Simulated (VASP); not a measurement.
A run of VASP 6.6.1 is set up as follows.

The input INCAR:

```
SYSTEM = GaSn3
ALGO = Normal
EDIFF = 1E-6
ENCUT = 520
GGA = CA
ISIF = 2
ISMEAR = -1
LASPH = .TRUE.
LCHARG = .TRUE.
LELF = .TRUE.
LREAL = .FALSE.
LVHAR = .TRUE.
LWAVE = .FALSE.
NBANDS = 36
NELM = 80
PREC = Accurate
SIGMA = 0.1
```

Contents of KPOINTS:

```
k-points
0
G
  9 9 9
  0 0 0
```

The input POSCAR:

```
GaSn3
1.0
   -2.2724040000      2.2724040000      4.9107340000
    2.2724040000     -2.2724040000      4.9107340000
    2.2724040000      2.2724040000     -4.9107340000
Ga Sn
1 3
Direct
    0.0000000000      0.0000000000      0.0000000000
    0.7500000000      0.2500000000      0.5000000000
    0.2500000000      0.7500000000      0.5000000000
    0.5000000000      0.5000000000      0.0000000000
```

Potentials or basis: VASP PAW LDA potentials, release 64 (Ga_d, Sn_d).

Run with:

```sh
$ cat potpaw_LDA.64/Ga_d/POTCAR potpaw_LDA.64/Sn_d/POTCAR > POTCAR
$ mpirun -np 1 vasp_std > vasp.out
```

Task: Estimate the pressure.

Result: -2.7 GPa.

Stress tensor (GPa, compression positive):
```
-2.58  0.00  0.00
 0.00 -2.58  0.00
 0.00  0.00 -3.05
```
